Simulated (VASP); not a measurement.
# Cu (I4/mmm) in VASP: further runs

Cu is run at these levels: PBE; tasks: single point.

Everything below comes from runs of VASP 6.6.1. Logs are shortened: lines on timing, memory, paths and dates and some standing lists are left out, and cuts for length are marked.

## 1. The cell of the first run

It takes space group I4/mmm (No. 139, tetragonal). The conventional cell has a = 2.531 Å, b = 2.531 Å, c = 3.615 Å, α = 90.00°, β = 90.00°, γ = 90.00°. Within 3.3 Å of Cu (site symmetry 4/mmm) lie 12 Cu at 2.53 to 2.54 Å.

## 2. Single point, PBE (equal xx and yy strain of -1 %)

The input, INCAR:

```
PREC = Accurate
ENCUT = 520
EDIFF = 1E-6
ISMEAR = -1
SIGMA = 0.08
LREAL = F
LASPH = T
NELM = 60
ALGO = Normal
ISIF = 2
LWAVE = F
LCHARG = F
GGA = PE
NBANDS = 12
```

The input, KPOINTS:

```
regular mesh
0
Gamma
  19 19 19
```

The input, POSCAR:

```
Cu
1.0
    0.0000000000      1.7894250000      1.8075000000
    1.7894250000      0.0000000000      1.8075000000
    1.7894250000      1.7894250000      0.0000000000
Cu
1
Direct
    0.0000000000      0.0000000000      0.0000000000
```

Potentials or basis: VASP PAW PBE potentials, release 64 (Cu).

Launch:

```sh
$ cat potpaw_PBE.64/Cu/POTCAR > POTCAR
$ mpirun -np 1 vasp_std > vasp.out
```

OUTCAR:

```text
PREC = Accurate
   ENCUT = 520
   EDIFF = 1E-6
   ISMEAR = -1
   LREAL = F
   LASPH = T
   NELM = 60
   ISIF = 2
   GGA = PE

 ion  position               nearest neighbor table
   1  0.000  0.000  0.000-

  LATTYP: Found a body centered tetragonal cell.
 ALAT       =     2.5306291038
 C/A-ratio  =     1.4284985479

  Lattice vectors:

 A1 = (  -1.7894250000,   0.0000000000,   1.8075000000)
 A2 = (   1.7894250000,   0.0000000000,   1.8075000000)
 A3 = (   0.0000000000,   1.7894250000,  -1.8075000000)

Analysis of symmetry for initial positions (statically):
=====================================================================
 Subroutine PRICEL returns:
 Original cell was already a primitive cell.

 Routine SETGRP: Setting up the symmetry group for a
 body centered tetragonal supercell.

 Subroutine GETGRP returns: Found 16 space group operations
 (whereof 16 operations were pure point group operations)
 out of a pool of 16 trial point group operations.

The static configuration has the point symmetry D_4h.

Analysis of symmetry for dynamics (positions and initial velocities):
=====================================================================
 Subroutine PRICEL returns:
 Original cell was already a primitive cell.

 Routine SETGRP: Setting up the symmetry group for a
 body centered tetragonal supercell.

 Subroutine GETGRP returns: Found 16 space group operations
 (whereof 16 operations were pure point group operations)
 out of a pool of 16 trial point group operations.

The dynamic configuration has the point symmetry D_4h.

 Subroutine INISYM returns: Found 16 space group operations
 (whereof 16 operations are pure point group operations),
 and found     1 'primitive' translations

----------------------------------------------------------------------------------------

                                     Primitive cell

  volume of cell :      11.5754

  direct lattice vectors                    reciprocal lattice vectors
     0.000000000  1.789425000  1.807500000    -0.279419367  0.279419367  0.276625173
     1.789425000  0.000000000  1.807500000     0.279419367 -0.279419367  0.276625173
     1.789425000  1.789425000  0.000000000     0.279419367  0.279419367 -0.276625173

  length of vectors
     2.543442172  2.543442172  2.530629104     0.482360706  0.482360706  0.482360706

  position of ions in fractional coordinates (direct lattice)
     0.000000000  0.000000000  0.000000000

  ion indices of the primitive-cell ions
   primitive index   ion index
                 1           1

----------------------------------------------------------------------------------------

 KPOINTS: regular mesh

Automatic generation of k-mesh.
 Grid dimensions read from file:
 generate k-points for:   19   19   19

 Generating k-lattice:

  Cartesian coordinates                     Fractional coordinates (reciprocal lattice)
    -0.014706282  0.014706282  0.014559220     0.052631579 -0.000000000  0.000000000
     0.014706282 -0.014706282  0.014559220    -0.000000000  0.052631579  0.000000000
     0.014706282  0.014706282 -0.014559220     0.000000000  0.000000000  0.052631579

  Length of vectors
     0.025387406  0.025387406  0.025387406

  Shift w.r.t. Gamma in fractional coordinates (k-lattice)
     0.000000000  0.000000000  0.000000000

 Subroutine IBZKPT returns following result:
 ===========================================

 Found    550 irreducible k-points:

 Following reciprocal coordinates:
            Coordinates               Weight
  0.000000  0.000000  0.000000      1.000000
  0.052632 -0.000000  0.000000      8.000000
  0.105263 -0.000000  0.000000      8.000000
  0.157895 -0.000000  0.000000      8.000000
  0.210526 -0.000000  0.000000      8.000000
  0.263158 -0.000000  0.000000      8.000000
[... 16 lines left out ...]
 -0.315789  0.052632  0.000000      8.000000
 -0.263158  0.052632  0.000000      8.000000
 [... further k-points ...]
   k-points           NKPTS =    550   k-points in BZ     NKDIM =    550   number of bands    NBANDS=     12
   number of dos      NEDOS =    301   number of ions     NIONS =      1
   total plane-waves  NPLWV =   8000
   dimension x,y,z NGX =    20 NGY =   20 NGZ =   20
   dimension x,y,z NGXF=    40 NGYF=   40 NGZF=   40
   ions per type =               1
   NGX,Y,Z   is equivalent  to a cutoff of  13.07, 13.07, 13.14 a.u.
   NGXF,Y,Z  is equivalent  to a cutoff of  26.15, 26.15, 26.28 a.u.
 SYSTEM =  unknown system
   PREC   = accura    normal or accurate (medium, high low for compatibility)
   ISTART =      0    job   : 0-new  1-cont  2-samecut
   ICHARG =      2    charge: 1-file 2-atom 10-const
   ISPIN  =      1    spin polarized calculation?
   LNONCOLLINEAR =      F non collinear calculations
   LSORBIT =      F    spin-orbit coupling
   LASPH  =      T    aspherical Exc in radial PAW
   ENCUT  =  520.0 eV  38.22 Ry    6.18 a.u.   4.73  4.73  4.71*2*pi/ulx,y,z
   NELM   =     60;   NELMIN=  2; NELMDL= -5     # of ELM steps
   EDIFF  = 0.1E-05   stopping-criterion for ELM
   LREAL  =      F    real-space projection
   EDIFFG = 0.1E-04   stopping-criterion for IOM
   NSW    =      0    number of steps for IOM
   IBRION =     -1    ionic relax: 0-MD 1-quasi-New 2-CG
   NFREE  =      0    steps in history (QN), initial steepest desc. (CG)
   ISIF   =      2    stress and relaxation
   ISYM   =      2    0-nonsym 1-usesym 2-fastsym
   POTIM  = 0.5000    time-step for ionic-motion
   TEBEG  =    0.0;   TEEND  =   0.0 temperature during run
   PSTRESS=    0.0 pullay stress
   NELECT =      11.0000    total number of electrons
   NUPDOWN=      -1.0000    fix difference up-down
   EMIN   =  10.00;   EMAX   =-10.00  energy-range for DOS
   EFERMI =   0.00;   METHOD = LEGACY
   ISMEAR =    -1;   SIGMA  =   0.08  broadening in eV -4-tet -1-fermi 0-gaus
   EFERMI_NEDOS =   21; number of points for ismear=-14 and -15
   IALGO  =     38    algorithm
   IMIX   =      4    mixing-type and parameters
     AMIX     =   0.40;   BMIX     =  1.00
     AMIX_MAG =   1.60;   BMIX_MAG =  1.00
  volume/ion in A,a.u.               =      11.58        78.11
  Fermi-wavevector in a.u.,A,eV,Ry     =   1.609511  3.041535 35.246243  2.590526
  Thomas-Fermi vector in A             =   2.705209
   LORBIT       =      0    0 simple, 1 ext, 2 COOP (PROOUT), +10 PAW based schemes
   GGA     = PE    functional components
   LHFCALC =     F    Hartree Fock is set to
   AEXX    =    0.0000 exact exchange contribution
   IVDW    =     0    specifies the selected vdW correction
   LEPSILON=     F    determine dielectric tensor
   LRPA    =     F    only Hartree local field effects (RPA)
 non-spin polarized calculation
  energy-cutoff  :      520.00
  volume of cell :       11.58
 maximum number of plane-waves:       331
   NGX =  9   NGY =  9   NGZ =  9

 number of electron      11.0000009 magnetization

 Free energy of the ion-electron system (eV)
  ---------------------------------------------------
  ext. energy  EPLUGINS =         0.00000000
  ---------------------------------------------------
  free energy    TOTEN  =        -3.72254023 eV

  energy without entropy =       -3.71541170  energy(sigma->0) =       -3.71897596

 E-fermi :   7.8845     XC(G=0): -12.8437

 val. band max:        7.8827809696   @ k =  -0.3684   0.0526   0.1579
 cond. band min:       7.8897446620   @ k =   0.4211   0.0000   0.4211
 fundamental gap:      0.0069636924
 Fermi energy:         7.8844556325

 k-point     1 :       0.0000    0.0000    0.0000
  band No.  band energies     occupation
      1      -1.6684      2.00000
      2       4.7085      2.00000
      3       4.7591      2.00000
      4       4.7591      2.00000
      5       5.5643      2.00000
      6       5.6146      2.00000
      7      30.5942      0.00000
      8      33.3644      0.00000
      9      33.4091      0.00000
     10      33.4091      0.00000
     11      35.8930      0.00000
     12      35.8940      0.00000

 k-point     2 :       0.0526   -0.0000    0.0000
  band No.  band energies     occupation
      1      -1.5659      2.00000
      2       4.7063      2.00000
      3       4.7590      2.00000
      4       4.7789      2.00000
      5       5.5569      2.00000
      6       5.6060      2.00000
      7      30.0560      0.00000
      8      32.0571      0.00000
      9      33.0397      0.00000
     10      33.0775      0.00000
     11      36.3706      0.00000
     12      36.3924      0.00000

 k-point     3 :       0.1053   -0.0000    0.0000
  band No.  band energies     occupation
      1      -1.2615      2.00000
      2       4.6557      2.00000
      3       4.8005      2.00000
      4       4.8314      2.00000
      5       5.5417      2.00000
      6       5.5869      2.00000
      7      27.8770      0.00000
      8      31.3703      0.00000
      9      32.3981      0.00000
     10      32.4551      0.00000
     11      37.3924      0.00000
     12      37.4005      0.00000
[... 286 lines left out ...]
 k-point    23 :      -0.3158    0.0526    0.0000
  band No.  band energies     occupation
      1       1.8145      2.00000
      2       4.6592      2.00000
      3       4.7868      2.00000
      4       4.8733      2.00000
      5       5.8072      2.00000
      6       6.0855      2.00000
      7      16.6269      0.00000
      8      27.5956      0.00000
      9      30.7150      0.00000
     10      31.9763      0.00000
     11      33.9856      0.00000
     12      35.6594      0.00000

 k-point    24 :      -0.2632    0.0526    0.0000
  band No.  band energies     occupation
      1       1.0452      2.00000
      2       4.4650      2.00000
      3       4.8477      2.00000
      4       4.9319      2.00000
      5       5.6507      2.00000
      6       5.8961      2.00000
      7      19.0225      0.00000
      8      27.8090      0.00000
      9      31.3053      0.00000
     10      32.5433      0.00000
     11      34.8277      0.00000
     12      36.0640      0.00000

 [... further k-points ...]
[... 5 lines left out ...]
  --------------------------------------------------------------------------------------
  -------------------------------------------------------------------------------------
  Total        0.4039826      0.4039826      0.3672527      0.0000000      0.0000000      0.0000000
  in kB       55.9162439     55.9162439     50.8323626      0.0000000      0.0000000      0.0000000
  external PRESSURE =      54.2216168 kB  Pullay stress =       0.0000000 kB

 VOLUME and BASIS-vectors are now :
 -----------------------------------------------------------------------------
  energy-cutoff  :      520.00
  volume of cell :       11.58
      direct lattice vectors                 reciprocal lattice vectors
     0.000000000  1.789425000  1.807500000    -0.279419367  0.279419367  0.276625173
     1.789425000  0.000000000  1.807500000     0.279419367 -0.279419367  0.276625173
     1.789425000  1.789425000  0.000000000     0.279419367  0.279419367 -0.276625173

 POSITION                                       TOTAL-FORCE (eV/Angst)
 -----------------------------------------------------------------------------------
      0.00000      0.00000      0.00000        -0.000000      0.000000      0.000000
 -----------------------------------------------------------------------------------
    total drift:                                0.000000      0.000000      0.000000

  FREE ENERGIE OF THE ION-ELECTRON SYSTEM (eV)
  ---------------------------------------------------
  free  energy   TOTEN  =        -3.7225402299 eV

  energy  without entropy=       -3.7154116995  energy(sigma->0) =       -3.71897596
```

It took 31 s on 1 thread of Intel Xeon 6975P-C (Granite Rapids), shared host; peak memory 0.18 GiB.

Results:

```yaml
Free_energy: -3.7225 eV
Pressure: 5.4 GPa
```

Caveat: the cell differs from its parent crystal (equal xx and yy strain of -1 %).

## 3. Single point, PBE (zz strain of -1 %)

The input, INCAR:

```
  PREC = Accurate
  ENCUT = 520
  EDIFF = 1E-6
  ISMEAR = -1
  SIGMA = 0.08
  LREAL = False
  LASPH = True
  NELM = 100
  ALGO = Normal
  ISIF = 2
  LWAVE = False
  LCHARG = True
  GGA = PE
  LELF = True
  LVHAR = True
  NBANDS = 12
```

The input, KPOINTS:

```
Automatic mesh
0
Gamma
  19 19 19
```

The input, POSCAR:

```
Cu
1.0
    0.0000000000      1.8075000000      1.7894250000
    1.8075000000      0.0000000000      1.7894250000
    1.8075000000      1.8075000000      0.0000000000
Cu
1
Direct
    0.0000000000      0.0000000000      0.0000000000
```

Potentials or basis: VASP PAW PBE potentials, release 64 (Cu).

Launch:

```sh
$ cat potpaw_PBE.64/Cu/POTCAR > POTCAR
$ mpirun -np 1 vasp_std > vasp.out
```

Run time: 34 s. Hardware: 1 thread of Intel Xeon 6975P-C (Granite Rapids), shared host; peak memory 0.18 GiB.

It converged, with:

* Free energy: -3.7260 eV
* Pressure: 3.8 GPa

Stress tensor (GPa, compression positive):
```
3.66 0.00 0.00
0.00 3.66 0.00
0.00 0.00 4.08
```

Levels at points of the mesh, in eV from the Fermi level:
| k point | band 4 | band 5 | band 6 | band 7 | band 8 | band 9 |
| --- | --- | --- | --- | --- | --- | --- |
| (0.00, 0.00, 0.00) | -3.08 | -2.30 | -2.25 | 22.63 | 25.34 | 25.34 |

Caveat: the cell differs from its parent crystal (zz strain of -1 %).
